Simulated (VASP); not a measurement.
Runs of VASP 6.6.1 on CdTe. The structure is that of space group F-43m (No. 216), or close to it. The cells are those of the table. 

```tsv
cell	gap on the mesh (eV)	pressure (GPa)
a = 4.416 Å, angles 60.0°, 2 atoms	1.12	9.5
a = 4.485 Å, angles 60.0°, 2 atoms	(c)	6.3
a = 4.552 Å, angles 60.0°, 2 atoms	(b)	3.7
a = 4.617 Å, angles 60.0°, 2 atoms	0.70	(a)
a = 4.344 Å, angles 60.0°, 2 atoms	1.27	13.6
```

Alike in all rows: task single point; level PBE; potentials or basis VASP PAW PBE potentials, release 64 (Cd, Te); no spin polarisation; k mesh 10 × 10 × 10; cutoff (eV) 520; smearing gaussian 0.05 eV.

Q: Fill in the values left out.

A: (a) 1.7; (b) 0.83; (c) 0.97.

Caveats: spin-orbit coupling is left out, which moves the levels of the heavy elements.

A k mesh can miss the band edges, and the runs leave out spin-orbit coupling on Cd, Te.
